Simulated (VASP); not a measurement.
Write the native input for VASP 6.6.1 that does the following.

```
Task                   : single point
Functional             : PBEsol
Potentials or basis    : VASP PAW PBE potentials, release 64 (Nb_sv)
Cutoff                 : 500 eV
k mesh                 : 8 × 8 × 8
Occupations            : gaussian, width 0.1 eV
Spin                   : no spin polarisation
Dipole correction      : no
Further INCAR settings : ALGO = Normal; EDIFF = 1e-06; NBANDS = 12
```

The structure of Nb lies in POSCAR:

```
Nb
1.0
   -1.4615094497      1.4615094497      2.2234734207
    1.4615094497     -1.4615094497      2.2234734207
    1.4615094497      1.4615094497     -2.2234734207
Nb
1
Direct
    0.0000000000      0.0000000000      0.0000000000
```

The input as run:

INCAR

```
SYSTEM = Nb
ALGO = Normal
EDIFF = 1E-6
ENCUT = 500
GGA = PS
GGA_COMPAT = .FALSE.
ISIF = 2
ISMEAR = 0
LASPH = .TRUE.
LCHARG = .FALSE.
LREAL = .FALSE.
LWAVE = .FALSE.
NBANDS = 12
NELM = 120
PREC = Accurate
SIGMA = 0.1
```

KPOINTS

```
k-points
0
G
  8 8 8
  0 0 0
```

Potentials or basis: VASP PAW PBE potentials, release 64 (Nb_sv).

The run is started by

```console
$ cat potpaw_PBE.64/Nb_sv/POTCAR > POTCAR
$ mpirun -np 1 vasp_std > vasp.out
```

It gave:

```
Pressure : -8.8 GPa
```

Caveat: the k points lie up to 0.38 Å⁻¹ apart; the PAW data sets were made with another functional, which shifts forces and pressure a little.

It used 19 s of CPU time on 1 thread of AMD EPYC 7R13 Processor (Zen 3), on a shared host.
